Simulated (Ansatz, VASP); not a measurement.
# One calculation of Ca, two programs

```
Ca
1.0
     1.90963   -3.28931    0.00000
     1.90963    3.28931    0.00000
     0.00000    0.00000    6.93612
Ca
2
Cartesian
  1.9096 -2.2077 1.7340
  1.9096 2.2077 5.2021
```

Alike in both runs: task single point; functional PBEsol; k mesh 16 × 16 × 8; occupations gaussian, width 0.15 eV; no spin polarisation.

```csv
,VASP,Ansatz
version,VASP 6.6.1,Ansatz 0.2.0
potentials or method,"VASP PAW PBE potentials, release 64 (Ca_sv), cutoff 520 eV","scalar-relativistic, plane waves, PAW"
valence electrons in the cell,20,20
```

|  | VASP | Ansatz | Ansatz less VASP |
| --- | --- | --- | --- |
| gap on the k mesh at the Fermi level (eV) | none | none | - |
| pressure (GPa) | -1.0 | -1.0 | -0.01 |
| traceless stress, the component that is largest in VASP (GPa) | -2.24 | -2.24 | +0.002 |
| rms of the force components (eV/Å) | 0.006 | 0.006 | -0.0001 |

VASP's potentials were made for PBE, not for PBEsol. Atom by atom the forces differ by 0.000 eV/Å (rms over components). A gap of «none» marks a metal or a gap that the smearing closes.
